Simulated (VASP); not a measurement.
Runs of VASP 6.6.1 on Al2Cu. The structure is that of space group I4/mmm (No. 139), or close to it. The cells are those of the table. 

```csv
cell,gap on the mesh (eV),pressure (GPa)
"a = 3.986, b = 3.986, c = 6.078 Å, 6 atoms",none,(b)
"a = 4.298, b = 4.298, c = 5.528 Å, 6 atoms",none,-6.6
"a = 3.892, b = 3.892, c = 5.974 Å, 6 atoms",none,5.0
"a = 3.994, b = 3.994, c = 6.078 Å, 6 atoms",none,-2.6
"a = 4.217, b = 4.217, c = 5.597 Å, 6 atoms",none,-5.0
"a = 4.217, b = 4.217, c = 5.587 Å, 6 atoms",none,(a)
```

Alike in all rows: task single point; level r2SCAN; potentials or basis VASP PAW PBE potentials, release 64 (Al, Cu); no spin polarisation; k mesh 10 × 10 × 6; cutoff (eV) 520; smearing gaussian 0.1 eV.

Q: Estimate the missing entries.

A: (a) -4.8; (b) -2.2.

Caveats: the PAW data sets were made with another functional, which shifts forces and pressure a little; the cell stands under tension (at least some runs); the cell stands under pressure (at least some runs).

A gap of «none» marks levels without a gap at the run's occupations.
